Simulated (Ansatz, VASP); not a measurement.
MoS2: VASP beside Ansatz

INCAR

```
SYSTEM = MoS2
  PREC = Accurate
  ENCUT = 600
  EDIFF = 1E-6
  ISMEAR = -1
  SIGMA = 0.05
  LREAL = .FALSE.
  LASPH = .TRUE.
  NELM = 150
  ALGO = Normal
  ISIF = 3
  LWAVE = .FALSE.
  LCHARG = .FALSE.
  LMAXMIX = 4
  LDAU = .TRUE.
  LDAUTYPE = 2
  LDAUL = 2 -1
  LDAUU = 1 0
  LDAUJ = 0 0
  LDAUPRINT = 1
  GGA = PS
  IBRION = 2
  NSW = 60
  EDIFFG = -0.01
```

KPOINTS

```
regular mesh
0
G
  10 10 2
  0 0 0
```

File POSCAR:

```
MoS2
1.0
    3.1845414560      0.0000000000      0.0000000000
   -1.5922707280      2.7578938003      0.0000000000
    0.0000000000      0.0000000000     21.6705347200
Mo S
2 4
Direct
    0.3333333333      0.6666666667      0.8511602300
    0.6666666667      0.3333333333      0.1488397700
    0.6666666667      0.3333333333      0.7796253900
    0.3333333333      0.6666666667      0.0772510000
    0.6666666667      0.3333333333      0.9227490000
    0.3333333333      0.6666666667      0.2203746100
```

The input input.yaml:

```yaml
crystal:
  lattice:
    - [3.184541456, 0.0, 0.0]
    - [-1.592270728, 2.7578938003, 0.0]
    - [0.0, 0.0, 21.67053472]
  atoms:
    - { symbol: Mo, position: [0.3333333333, 0.6666666667, 0.85116023] }
    - { symbol: Mo, position: [0.6666666667, 0.3333333333, 0.14883977] }
    - { symbol: S, position: [0.6666666667, 0.3333333333, 0.77962539] }
    - { symbol: S, position: [0.3333333333, 0.6666666667, 0.077251] }
    - { symbol: S, position: [0.6666666667, 0.3333333333, 0.922749] }
    - { symbol: S, position: [0.3333333333, 0.6666666667, 0.22037461] }
hamiltonian:
  xc: pbesol
  pseudopotentials: { kind: paw }
  hubbard: { sites: [{ species: Mo, l: d, u_eff: 1.0 }] }
kpoints:
  mp_grid: { grid: [10, 10, 2] }
scf:
  occupations: { method: fermi_dirac, width: 0.05 }
output:
  forces: true
  stress: true
  eigenvalues: true
  write_density: true
  write_potential: true
  elf: true
  volumetric_format: npy
relax:
  f_tol: 0.01
  max_steps: 40
  cell: { stress_tol: 0.05 }
```

Alike in both runs: task relaxation of cell and atoms; functional PBEsol; k mesh 10 × 10 × 2; occupations fermi-dirac, width 0.05 eV; no spin polarisation; Hubbard terms Mo d U = 1.0 eV.

|  | VASP | Ansatz |
| --- | --- | --- |
| version | VASP 6.6.1 | Ansatz 0.2.0 |
| potentials or method | VASP PAW PBE potentials, release 64 (Mo_sv, S) | Ansatz PAW |
| plane-wave cutoff (eV) | 600 | 420 |
| valence electrons in the cell | 52 | 52 |

```tsv
	VASP	Ansatz	Ansatz less VASP
gap on the k mesh at the Fermi level, each at its own relaxed structure (eV)	1.47	1.45	-0.020
relaxed volume (Å³/atom)	30.39	30.69	+0.305
relaxed length of the cell vector where the two differ most in proportion (Å)	21.289	21.561	+0.2724
```

VASP's potentials were made for PBE, not for PBEsol. The programs project onto different local orbitals, so the same U acts differently, and such runs can settle in different states.

Noted on Ansatz's run: the plane-wave basis is chosen anew once the cell has moved, so the energies of steps on either side of that aren't comparable.
